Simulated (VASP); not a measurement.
WSe2: single point with PBE+D3(BJ)

The system is WSe2.

```xyz
3
Lattice="3.3278 0.0000 0.0000 -1.6639 2.8819 0.0000 0.0000 0.0000 6.8017" Properties=species:S:1:pos:R:3 pbc="T T T"
W     0.0000    0.0000    0.0000
Se    0.0000    1.9213    1.6362
Se    0.0000    1.9213    5.1655
```

This cell differs from its parent crystal: c/a of the conventional cell at fixed volume 2.0439.

| Quantity | Value |
| --- | --- |
| Program | VASP 6.6.1 |
| Task | single point |
| Functional | PBE |
| Dispersion | D3(BJ) |
| Potentials or basis | VASP PAW PBE potentials, release 64 (W_sv, Se) |
| Cutoff | 520 eV |
| k mesh | 9 × 9 × 4 |
| Occupations | gaussian, width 0.05 eV |
| Spin | no spin polarisation |
| Dipole correction | no |
| Further INCAR settings | ALGO = Normal; EDIFF = 1e-06; NBANDS = 20 |

```yaml
Pressure: 1.1 GPa
Largest_force: 0.546 eV/Å
Band_gap_on_the_k_mesh: 1.03 eV, indirect (least direct gap 1.38 eV)
Dispersion_energy_per_atom: -0.432 eV
```

Forces in eV/Å, atoms in the order of the input:
```
W    0.000  0.000  0.000
Se   0.000  0.000  0.546
Se   0.000  0.000 -0.546
```

Stress tensor (GPa, compression positive):
```
-1.13  0.00  0.00
 0.00 -1.13  0.00
 0.00  0.00  5.53
```

Levels at points of the mesh, in eV from the valence-band top:
| k point | band 10 | band 11 | band 12 | band 13 | band 14 | band 15 | band 16 | band 17 |
| --- | --- | --- | --- | --- | --- | --- | --- | --- |
| (0.00, 0.00, 0.00) | -1.77 | -1.77 | -1.33 | -0.98 | 2.58 | 2.58 | 2.69 | 2.69 |
| (0.00, 0.00, 0.50) | -2.93 | -1.80 | -1.80 | 0.00 | 2.46 | 2.46 | 2.86 | 2.86 |

It took 38 s on 1 thread of Intel(R) Xeon(R) Platinum 8375C CPU @ 2.90GHz (Ice Lake) (shared host), peak memory 0.22 GiB.

Caveat: spin-orbit coupling is left out, which moves the levels of the heavy elements. A k mesh can miss the band edges.
